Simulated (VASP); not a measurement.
Crystal: CaScB2.

```xyz
4
Lattice="4.3485 0.0000 0.0000 0.0000 4.3485 0.0000 0.0000 0.0000 3.1920" Properties=species:S:1:pos:R:3 pbc="T T T"
Ca    2.1743    2.1743    1.9796
Sc    0.0000    0.0000    1.5860
B     2.1743    0.0000    0.2851
B     0.0000    2.1743    0.2851
```

- Program: VASP 6.6.1
- Task: relaxation of cell and atoms
- Functional: PBE
- Potentials or basis: VASP PAW PBE potentials, release 64 (Ca_sv, Sc_sv, B)
- Cutoff: 600 eV
- k mesh: 10 × 10 × 14
- Occupations: gaussian, width 0.1 eV
- Spin: no spin polarisation

At the start: pressure 0.1 GPa; volume 15.09 Å³/atom.

Question: Where does the relaxation end?

Answer: Over 31 steps the energy falls by 5.2 meV/atom and the volume is 14.94 Å³/atom (-1.0 %); space group P4mm (No. 99, to 0.05 Å).

The path:
```
step  energy change (eV)  largest force (eV/Å)  pressure (GPa)  volume (Å³)
   1              0.0000                0.0455            0.12        60.36
   2             -0.0053                0.0461           -0.04        60.46
   3             -0.0099                0.1162           -0.45        60.73
   4             -0.0104                0.0980           -0.36        60.66
   5             -0.0116                0.1088            0.15        60.27
   6             -0.0118                0.1145            0.42        60.05
   7             -0.0126                0.1051            0.40        60.03
   8             -0.0148                0.0809            0.35        59.96
   9             -0.0173                0.0737            0.29        59.81
  10             -0.0168                0.1166            0.37        59.51
  11             -0.0179                0.0911            0.31        59.68
  12             -0.0194                0.0376           -0.41        60.15
  13             -0.0194                0.0424           -0.35        60.11
  14             -0.0200                0.0190            0.07        59.82
  15             -0.0200                0.0176           -0.01        59.88
  16             -0.0200                0.0175           -0.01        59.89
  17             -0.0201                0.0164            0.00        59.86
  18             -0.0201                0.0162            0.12        59.76
  19             -0.0202                0.0153            0.11        59.77
  20             -0.0202                0.0144            0.05        59.81
  21             -0.0203                0.0181           -0.06        59.88
  22             -0.0203                0.0191           -0.10        59.89
  23             -0.0203                0.0186           -0.11        59.88
  24             -0.0204                0.0175           -0.10        59.87
  25             -0.0206                0.0152           -0.09        59.84
  26             -0.0208                0.0120           -0.06        59.78
  27             -0.0208                0.0070            0.07        59.66
  28             -0.0208                0.0117           -0.01        59.73
  29             -0.0208                0.0080            0.03        59.69
  30             -0.0208                0.0097            0.02        59.71
  31             -0.0209                0.0012           -0.04        59.75
```

Final structure:
```yaml
crystal:
  lattice:
    - [4.41595, 0.00000, 0.00000]
    - [0.00000, 4.41595, 0.00000]
    - [0.00000, 0.00000, 3.06385]
  atoms:
    - { symbol: Ca, position: [0.50000, 0.50000, 0.57776] }
    - { symbol: Sc, position: [0.00000, 0.00000, 0.56721] }
    - { symbol: B, position: [0.50000, 0.00000, 0.07535] }
    - { symbol: B, position: [0.00000, 0.50000, 0.07535] }
```
